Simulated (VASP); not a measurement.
**AgBr: single point with PBE**

Crystal: AgBr.

```
Ag Br
1.0
     0.00000    2.89564    2.89564
     2.89564    0.00000    2.89564
     2.89564    2.89564    0.00000
Ag Br
1 1
Cartesian
  2.8956 2.8956 2.8956
  0.0000 0.0000 0.0000
```

```json
{"Program": "VASP 6.6.1", "Task": "single point", "Functional": "PBE", "Potentials or basis": "VASP PAW PBE potentials, release 64 (Ag, Br)", "Cutoff": "500 eV", "k mesh": "10 × 10 × 10", "Occupations": "gaussian, width 0.05 eV", "Spin": "no spin polarisation", "Dipole correction": "no", "Further INCAR settings": "ALGO = Normal; EDIFF = 1e-06; NBANDS = 16"}
```

| Quantity | Value |
| --- | --- |
| Pressure | 1.0 GPa |
| Band gap on the k mesh | 0.68 eV, indirect (least direct gap 2.52 eV) |

Levels at points of the mesh, in eV from the valence-band top:
```
           k point  band 6  band 7  band 8  band 9  band 10  band 11  band 12  band 13
(0.00, 0.00, 0.00)   -2.69   -1.84   -1.84   -1.84     0.68     9.92     9.92     9.92
(0.50, 0.00, 0.00)   -2.40   -2.07    0.00    0.00     3.81     6.44     6.81     6.81
(0.50, 0.50, 0.00)   -2.54   -2.30   -2.30   -2.22     1.66     7.10     8.96    10.92
```

It took 36 s on 1 thread of Intel(R) Xeon(R) Platinum 8259CL CPU @ 2.50GHz (Skylake/Cascade Lake), on a shared host, peak memory 0.19 GiB.

A k mesh can miss the band edges. PBE gaps usually lie below the measured ones, often by a third to a half.
